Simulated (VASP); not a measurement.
Wanted: the native input for a VASP 6.6.1 run.

```
Task                   : single point
Functional             : PBE
Dispersion             : D3(BJ)
Potentials or basis    : VASP PAW PBE potentials, release 64 (Sn_d, O)
Cutoff                 : 520 eV
k mesh                 : 7 × 7 × 1
Occupations            : gaussian, width 0.05 eV
Spin                   : no spin polarisation
Dipole correction      : yes
Further INCAR settings : ALGO = Normal; EDIFF = 1e-06; NBANDS = 50; NELMDL = -8
```

The structure of SnO lies in POSCAR:

```
SnO
1.0
    3.8205591864     -0.0000144263      0.0000000000
    0.0000145052      3.8205591864      0.0000000000
    0.0000000000      0.0000000000     22.2281054423
Sn O
4 4
Direct
    0.7499972411      0.2500027589      0.2024464033
    0.2499972411      0.7500027589      0.3088006191
    0.4999972411      1.0000027589      0.5022494045
   -0.0000027589      1.5000027589      0.6086036202
    0.2499972411      0.2500027589      0.2556235112
    0.7499972411      0.7500027589      0.2556235112
   -0.0000027589      1.0000027589      0.5554265123
    0.4999972411      1.5000027589      0.5554265123
```

This cell differs from its parent crystal: layers slid over each other.

One way to write it, as run:

INCAR

```
SYSTEM = SnO
  PREC = Accurate
  ENCUT = 520
  EDIFF = 1E-6
  ISMEAR = 0
  SIGMA = 0.05
  LREAL = .False.
  LASPH = .True.
  NELM = 120
  ALGO = Normal
  ISIF = 2
  LWAVE = .False.
  LCHARG = .False.
  LDIPOL = .True.
  IDIPOL = 3
  DIPOL = 0.5 0.5 0.406
  GGA = PE
  IVDW = 12
  NBANDS = 50
  GGA_COMPAT = .False.
  NELMDL = -8
```

KPOINTS

```
Automatic mesh
0
Gamma
  7 7 1
  0 0 0
```

Potentials or basis: VASP PAW PBE potentials, release 64 (Sn_d, O).

Launch:

```sh
$ cat potpaw_PBE.64/Sn_d/POTCAR potpaw_PBE.64/O/POTCAR > POTCAR
$ mpirun -np 1 vasp_std > vasp.out
```

It gave:

```yaml
Largest_force: 0.124 eV/Å
Band_gap_on_the_k_mesh: 2.56 eV (least direct gap 2.59 eV)
Dispersion_energy_per_atom: -0.154 eV
```

Caveat: the cell differs from its parent crystal (layers slid over each other); spin-orbit coupling is left out, which moves the levels of the heavy elements.

It took 7 min on 1 thread of Oxide Virtual Turin-like Processor, with other jobs on the host, peak memory 0.42 GiB.
